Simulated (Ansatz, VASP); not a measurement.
MoS2: VASP beside Ansatz

```
Mo S
1.0
     3.18514    0.00000    0.00000
    -1.59257    2.75841    0.00000
     0.00000    0.00000   37.15646
Mo S
4 8
Direct
  0.66667 0.33333 0.90167
  0.66667 0.33333 0.29674
  0.33333 0.66667 0.70326
  0.33333 0.66667 0.09833
  0.33333 0.66667 0.94373
  0.33333 0.66667 0.33879
  0.66667 0.33333 0.74532
  0.66667 0.33333 0.14039
  0.33333 0.66667 0.85961
  0.33333 0.66667 0.25468
  0.66667 0.33333 0.66121
  0.66667 0.33333 0.05627
```

Alike in both runs: functional PBE; k mesh 12 × 12 × 1; occupations gaussian, width 0.02 eV; no spin polarisation.

Ansatz relaxed the structure, and its values are those at the end. VASP's run is a single point on that final structure, the one shown.

|  | VASP | Ansatz |
| --- | --- | --- |
| version | VASP 6.6.1 | Ansatz 0.2.0 |
| potentials or method | VASP PAW PBE potentials, release 64 (Mo_sv, S), cutoff 520 eV | scalar-relativistic, plane waves, PAW |
| valence electrons in the cell | 104 | 104 |

|  | VASP | Ansatz | Ansatz less VASP |
| --- | --- | --- | --- |
| gap on the k mesh at the Fermi level (eV) | 1.48 | 1.47 | -0.013 |
| least direct gap on the mesh (eV) | 1.67 | 1.66 | -0.004 |
| rms of the force components (eV/Å) | 0.007 | 0.002 | -0.0054 |

The functional is the same, so the differences come from potentials, cutoffs and numerics.
